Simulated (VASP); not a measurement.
The system is TaBiO.

```xyz
6
Lattice="3.7500 0.0000 0.0000 0.0000 3.7500 0.0000 0.0000 0.0000 7.7200" Properties=species:S:1:pos:R:3 pbc="T T T"
Ta    0.0000    1.8750    6.4848
Ta    1.8750    0.0000    1.2352
Bi    1.8750    0.0000    4.9408
Bi    0.0000    1.8750    2.7792
O     1.8750    1.8750    0.0000
O     0.0000    0.0000    0.0000
```

| Item | Value |
| --- | --- |
| Program | VASP 6.6.1 |
| Task | relaxation of cell and atoms |
| Functional | PBE |
| Potentials or basis | VASP PAW PBE potentials, release 64 (Ta_sv_GW, Bi_d, O) |
| Cutoff | 700 eV |
| k mesh | 3 × 3 × 2 |
| Occupations | gaussian, width 0.15 eV |
| Spin | no spin polarisation |

At the start: pressure -6.1 GPa; volume 18.09 Å³/atom.

Question: Where does the relaxation end?

Answer: Over 31 steps the energy falls by 253.1 meV/atom and the volume is 19.77 Å³/atom (+9.2 %); space group P4/nmm (No. 129, to 0.1 Å) before and after.

Step by step:
| step | energy change (eV) | largest force (eV/Å) | pressure (GPa) | volume (Å³) |
| --- | --- | --- | --- | --- |
| 1 | 0.0000 | 0.7747 | -6.08 | 108.56 |
| 2 | -0.0054 | 0.1712 | 11.38 | 98.10 |
| 3 | -0.1521 | 0.3688 | 1.84 | 103.08 |
| 4 | -0.3123 | 0.6416 | 2.86 | 103.31 |
| 5 | -0.7949 | 0.4630 | 6.46 | 103.41 |
| 6 | -0.3501 | 2.7516 | 22.38 | 101.12 |
| 7 | -0.9873 | 0.4885 | 11.28 | 102.94 |
| 8 | -0.9111 | 0.9921 | 14.72 | 102.42 |
| 9 | -0.9757 | 0.6510 | 12.84 | 102.71 |
| 10 | -1.0053 | 0.6234 | 12.35 | 103.15 |
| 11 | -1.0674 | 0.5616 | 11.04 | 104.45 |
| 12 | -1.1046 | 0.5922 | 8.82 | 106.96 |
| 13 | -1.1533 | 0.5697 | 7.63 | 107.58 |
| 14 | -1.2621 | 0.6366 | 4.23 | 109.44 |
| 15 | -1.3243 | 0.9253 | -1.63 | 113.17 |
| 16 | -1.3277 | 0.7946 | -0.65 | 112.49 |
| 17 | -1.3457 | 0.7030 | -0.58 | 112.60 |
| 18 | -1.3847 | 0.6246 | -0.33 | 112.92 |
| 19 | -1.3972 | 0.4268 | 0.21 | 113.54 |
| 20 | -1.4009 | 0.4837 | 0.06 | 113.38 |
| 21 | -1.4148 | 0.4250 | 0.24 | 113.48 |
| 22 | -1.4483 | 0.2567 | 0.82 | 113.77 |
| 23 | -1.4809 | 0.0627 | 2.17 | 114.35 |
| 24 | -1.4975 | 0.1382 | 0.73 | 115.82 |
| 25 | -1.5023 | 0.3223 | -0.53 | 117.20 |
| 26 | -1.5075 | 0.2606 | -0.52 | 117.59 |
| 27 | -1.5152 | 0.1133 | -0.46 | 118.57 |
| 28 | -1.5159 | 0.1401 | -0.44 | 118.97 |
| 29 | -1.5172 | 0.0812 | 0.34 | 118.44 |
| 30 | -1.5172 | 0.0868 | 0.26 | 118.51 |
| 31 | -1.5184 | 0.0520 | 0.18 | 118.60 |

Final structure:
```yaml
crystal:
  lattice:
    - [3.45584, 0.00000, 0.00000]
    - [0.00000, 3.45584, 0.00000]
    - [0.00000, 0.00000, 9.93065]
  atoms:
    - { symbol: Ta, position: [0.00000, 0.50000, 0.87665] }
    - { symbol: Ta, position: [0.50000, 0.00000, 0.12335] }
    - { symbol: Bi, position: [0.50000, 0.00000, 0.67483] }
    - { symbol: Bi, position: [0.00000, 0.50000, 0.32517] }
    - { symbol: O, position: [0.50000, 0.50000, 0.00000] }
    - { symbol: O, position: [0.00000, 0.00000, 0.00000] }
```

Caveat: the k points lie up to 0.61 Å⁻¹ apart in the final cell, too coarse for converged energies and pressures of a metal; a cell axis changed by over 15 % at a fixed basis, so the end point is rough; the relaxation stopped at a loose force limit of 0.08 eV/Å, so its end isn't a converged minimum.
